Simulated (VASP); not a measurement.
Set up this calculation in VASP 6.6.1, as the native input.

```yaml
Task: single point
Functional: HSE06
Potentials_or_basis: VASP PAW PBE potentials, release 64 (K_sv, Cl)
Cutoff: 520 eV
k_mesh: 6 × 6 × 6
Occupations: fermi-dirac, width 0.05 eV
Spin: no spin polarisation
Dipole_correction: no
Grid_for_exact_exchange_PRECFOCK: Normal
Further_INCAR_settings: ALGO = Normal; EDIFF = 1e-06; NBANDS = 15
Share_of_exact_exchange: 0.25
Screening_parameter: 0.2079 1/Å
```

KCl:

```
K Cl
1.0
     0.00000    3.14647    3.14647
     3.14647    0.00000    3.14647
     3.14647    3.14647    0.00000
K Cl
1 1
Direct
  0.00000 0.00000 0.00000
  0.50000 0.50000 0.50000
```

These files were run (other wordings do the same):

POSCAR

```
KCl
1.0
    0.0000000000      3.1464700000      3.1464700000
    3.1464700000      0.0000000000      3.1464700000
    3.1464700000      3.1464700000      0.0000000000
K Cl
1 1
Direct
    0.0000000000      0.0000000000      0.0000000000
    0.5000000000      0.5000000000      0.5000000000
```

INCAR.step1

```
PREC = Accurate
ENCUT = 520
EDIFF = 1E-5
ISMEAR = -1
SIGMA = 0.05
LREAL = False
LASPH = True
NELM = 80
ALGO = Normal
ISIF = 2
LWAVE = True
LCHARG = False
GGA = PE
NBANDS = 15
LUSENCCL = False
```

INCAR.step2

```
PREC = Accurate
ENCUT = 520
EDIFF = 1E-6
ISMEAR = -1
SIGMA = 0.05
LREAL = False
LASPH = True
NELM = 80
ALGO = Normal
ISIF = 2
LWAVE = False
LCHARG = False
GGA = PE
LHFCALC = True
HFSCREEN = 0.2079
PRECFOCK = Normal
ISTART = 1
NBANDS = 15
LUSENCCL = False
```

KPOINTS

```
Automatic mesh
0
Gamma
  6 6 6
```

Potentials or basis: VASP PAW PBE potentials, release 64 (K_sv, Cl).

Run with:

```sh
$ cat potpaw_PBE.64/K_sv/POTCAR potpaw_PBE.64/Cl/POTCAR > POTCAR
$ cp INCAR.step1 INCAR
$ mpirun -np 1 vasp_std > vasp.out
$ cp INCAR.step2 INCAR
$ mpirun -np 1 vasp_std > vasp.out
```

Results of the run:

| Item | Value |
| --- | --- |
| Pressure | 0.5 GPa |
| Band gap on the k mesh | 6.50 eV |

Caveat: the PAW data sets were made with another functional, which shifts forces and pressure a little.

It took 33 min on 1 × NVIDIA H100 80GB with 1 thread of AMD EPYC 7R13 Processor (Zen 3) (shared host), peak memory 1.2 GiB.
